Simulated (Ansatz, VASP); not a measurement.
# InPd, level by level in two programs

```
CELL_PARAMETERS angstrom
3.31494 0.00000 0.00000
0.00000 3.31494 0.00000
0.00000 0.00000 3.31494
ATOMIC_POSITIONS crystal
In 0.00000 0.00000 0.00000
Pd 0.50000 0.50000 0.50000
```

Single points on this cell with VASP 6.6.1 and Ansatz 0.2.0. Each row is one pair of runs. Alike in all rows: spin: off; smearing: fermi-dirac, width 0.05 eV.

```tsv
level	k mesh	VASP's potentials, cutoff	Ansatz's potentials, cutoff	gap on the k mesh at the Fermi level (eV), VASP	gap on the k mesh at the Fermi level (eV), Ansatz	pressure (GPa), VASP	pressure (GPa), Ansatz
HSE06	6 × 6 × 6	VASP PAW PBE potentials, release 64 (In_d, Pd), 520 eV	Ansatz PAW, 420 eV	none	?	-4.3	?
r2SCAN	8 × 8 × 8	VASP PAW PBE potentials, release 64 (In_d, Pd_sv_GW), 590 eV	Ansatz PAW, 500 eV	none	none	-5.4	-5.2
PBE0	6 × 6 × 6	VASP PAW PBE potentials, release 64 (In_d, Pd), 520 eV	Ansatz PAW, 420 eV	none	none	-4.6	-4.7
```

Question: Fill in what Ansatz gave in row 1.

Answer: gap on the k mesh at the Fermi level (eV): none; pressure (GPa): -4.5.

VASP's potentials hold 23 valence electrons a cell and Ansatz's 31 in some rows, so a difference there can come from the potentials and not from the codes.

A gap of «none» marks a metal or a gap that the smearing closes.
